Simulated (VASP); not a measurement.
A run of VASP 6.6.1:

The input INCAR:

```
  PREC = Accurate
  ENCUT = 520
  EDIFF = 1E-7
  ISMEAR = -1
  SIGMA = 0.05
  LREAL = False
  LASPH = True
  NELM = 150
  ALGO = Normal
  ISIF = 2
  LWAVE = False
  LCHARG = True
  ISPIN = 2
  MAGMOM = 1
  LORBIT = 11
  LMAXMIX = 4
  GGA = PE
  LELF = True
  LVHAR = True
  NBANDS = 16
```

KPOINTS

```
regular mesh
0
Gamma
  22 22 22
```

Contents of POSCAR:

```
Ti
1.0
   -1.6906921009      1.6906921009      1.6906921009
    1.6906921009     -1.6906921009      1.6906921009
    1.6906921009      1.6906921009     -1.6906921009
Ti
1
Direct
    0.0000000000      0.0000000000      0.0000000000
```

Potentials or basis: VASP PAW PBE potentials, release 64 (Ti_sv).

The run is started by

```sh
$ cat potpaw_PBE.64/Ti_sv/POTCAR > POTCAR
$ mpirun -np 1 vasp_std > vasp.out
```

Hardware: 1 thread of AMD EPYC 7R13, on a shared host.

Q: How long does it take, and how much memory?

A: Wall time 11 min on 1 thread of AMD EPYC 7R13 (shared host), peak memory 0.23 GiB. Counts: scf iterations 22, k points 328.
